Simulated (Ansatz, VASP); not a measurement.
**Os in VASP and in Ansatz**

```
Os
1.0
    -2.75278    0.00000    0.00000
    -1.37639   -2.38398    0.00000
     0.00000    0.00000   13.05262
Os
6
Cartesian
  -1.3764 -0.7947 1.0877
  -1.3764 -0.7947 5.4386
  -1.3764 -0.7947 9.7895
  -2.7528 -1.5893 3.2632
  -2.7528 -1.5893 7.6140
  -2.7528 -1.5893 11.9649
```

Alike in both runs: task single point; functional PBE; k mesh 24 × 24 × 5; occupations gaussian, width 0.15 eV; no spin polarisation.

|  | VASP | Ansatz |
| --- | --- | --- |
| version | VASP 6.6.1 | Ansatz 0.2.0 |
| potentials or method | VASP PAW PBE potentials, release 64 (Os), cutoff 520 eV | scalar-relativistic, plane waves, PAW |
| valence electrons in the cell | 48 | 96 |

```csv
,VASP,Ansatz,Ansatz less VASP
gap on the k mesh at the Fermi level (eV),none,none,-
pressure (GPa),-0.2,0.0,+0.17
"traceless stress, the component that is largest in VASP (GPa)",-0.73,-0.66,+0.067
```

A gap of «none» marks a metal or a gap that the smearing closes. VASP's potentials hold 48 valence electrons a cell and Ansatz's 96, so a difference there can come from the potentials and not from the codes.

Spin-orbit coupling is off throughout.
